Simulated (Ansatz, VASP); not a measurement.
One calculation of IrRu2, two programs

```
Ru Ir
1.0
     0.00000    3.41117    3.41117
     3.41117    0.00000    3.41117
     3.41117    3.41117    0.00000
Ru Ir
4 2
Direct
  0.62500 0.62500 0.62500
  0.12500 0.62500 0.62500
  0.62500 0.62500 0.12500
  0.62500 0.12500 0.62500
  0.00000 0.00000 0.00000
  0.25000 0.25000 0.25000
```

Alike in both runs: task relaxation of cell and atoms; functional PBE; k mesh 4 × 4 × 4; occupations gaussian, width 0.1 eV; no spin polarisation.

|  | VASP | Ansatz |
| --- | --- | --- |
| version | VASP 6.6.1 | Ansatz 0.2.0 |
| potentials or method | VASP PAW PBE potentials, release 64 (Ru_pv, Ir), cutoff 600 eV | scalar-relativistic, plane waves, PAW |
| valence electrons in the cell | 74 | 98 |

```csv
,VASP,Ansatz,Ansatz less VASP
"gap on the k mesh at the Fermi level, each at its own relaxed structure (eV)",none,none,-
relaxed volume (Å³/atom),14.74,14.74,-0.001
relaxed length of the cell vector where the two differ most in proportion (Å),5.001,5.001,-0.0001
```

A gap of «none» marks a metal or a gap that the smearing closes. VASP's potentials hold 74 valence electrons a cell and Ansatz's 98, so a difference there can come from the potentials and not from the codes.

The k mesh is coarse, so the values compare programs but aren't converged. Neither program's run includes spin-orbit coupling.
